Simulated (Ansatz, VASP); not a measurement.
**Two plane-wave programs on AlO2**

Contents of INCAR:

```
SYSTEM = AlO2
ALGO = Normal
EDIFF = 1E-6
ENCUT = 520
GGA = PS
ISIF = 2
ISMEAR = -1
LASPH = .True.
LCHARG = .False.
LREAL = .False.
LWAVE = .False.
NBANDS = 24
NELM = 100
PREC = Accurate
SIGMA = 0.05
```

File KPOINTS:

```
k-points
0
Gamma
  8 8 6
  0 0 0
```

POSCAR

```
AlO2
1.0
    1.4881620000     -5.4028330000      0.0000000000
    1.4881620000      5.4028330000      0.0000000000
    0.0000000000      0.0000000000      3.6466120000
Al O
2 4
Direct
    0.6681330000      0.3318670000      0.7500000000
    0.3318670000      0.6681330000      0.2500000000
    0.0610720000      0.9389280000      0.7500000000
    0.9389280000      0.0610720000      0.2500000000
    0.2941840000      0.7058160000      0.7500000000
    0.7058160000      0.2941840000      0.2500000000
```

input.yaml

```yaml
crystal:
  lattice:
    - [1.488162, -5.402833, 0.0]
    - [1.488162, 5.402833, 0.0]
    - [0.0, 0.0, 3.646612]
  atoms:
    - { symbol: Al, position: [0.668133, 0.331867, 0.75] }
    - { symbol: Al, position: [0.331867, 0.668133, 0.25] }
    - { symbol: O, position: [0.061072, 0.938928, 0.75] }
    - { symbol: O, position: [0.938928, 0.061072, 0.25] }
    - { symbol: O, position: [0.294184, 0.705816, 0.75] }
    - { symbol: O, position: [0.705816, 0.294184, 0.25] }
hamiltonian:
  xc: pbesol
  pseudopotentials: { kind: paw }
kpoints:
  mp_grid: { grid: [8, 8, 6] }
scf:
  occupations: { method: fermi_dirac, width: 0.05 }
  n_extra_bands: 15
output:
  forces: true
  stress: true
  eigenvalues: true
  dos: { projected: false, de: 0.05, nscf_kmesh: { grid: [12, 12, 9] } }
```

Alike in both runs: functional PBEsol; k mesh 8 × 8 × 6; occupations fermi-dirac, width 0.05 eV; no spin polarisation.

|  | VASP | Ansatz |
| --- | --- | --- |
| version | VASP 6.6.1 | Ansatz 0.2.0 |
| potentials or method | VASP PAW PBE potentials, release 64 (Al, O) | Ansatz PAW |
| plane-wave cutoff (eV) | 520 | 420 |
| valence electrons in the cell | 30 | 30 |
| task | single point | density of states |

Ansatz gave:

```
gap on the k mesh at the Fermi level (eV)                     : none
pressure (GPa)                                                : -5.9
traceless stress, the component that is largest in VASP (GPa) : 1.26
rms of the force components (eV/Å)                            : 0.239
```

Estimate VASP's values.

gap on the k mesh at the Fermi level (eV): none; pressure (GPa): -5.9; traceless stress, the component that is largest in VASP (GPa): 1.17; rms of the force components (eV/Å): 0.243.

VASP's potentials were made for PBE, not for PBEsol. Atom by atom the forces differ by 0.005 eV/Å (rms over components). A gap of «none» marks a metal or a gap that the smearing closes.
